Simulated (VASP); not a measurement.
Runs of VASP 6.6.1 on ZnCu. The structure is that of space group Pm-3m (No. 221), or close to it. The cells are those of the table. 

```csv
cell,k mesh,gap on the mesh (eV),pressure (GPa)
"a = 2.889 Å, 2 atoms",14 × 14 × 14,none,5.0
"a = 2.945 Å, 2 atoms",6 × 6 × 6,none,-2.1
"a = 2.859 Å, 2 atoms",14 × 14 × 14,none,10.4
"a = 2.948 Å, 2 atoms",14 × 14 × 14,none,(b)
"a = 2.976 Å, 2 atoms",14 × 14 × 14,none,(a)
```

Alike in all rows: task single point; level r2SCAN; potentials or basis VASP PAW PBE potentials, release 64 (Zn, Cu); no spin polarisation; cutoff (eV) 520; smearing gaussian 0.1 eV.

Question: Fill in the values left out.

Answer: (a) -6.1; (b) -3.0.

Caveats: the PAW data sets were made with another functional, which shifts forces and pressure a little; the cell stands under pressure (at least some runs); the cell stands under tension (at least some runs).

A gap of «none» marks levels without a gap at the run's occupations.
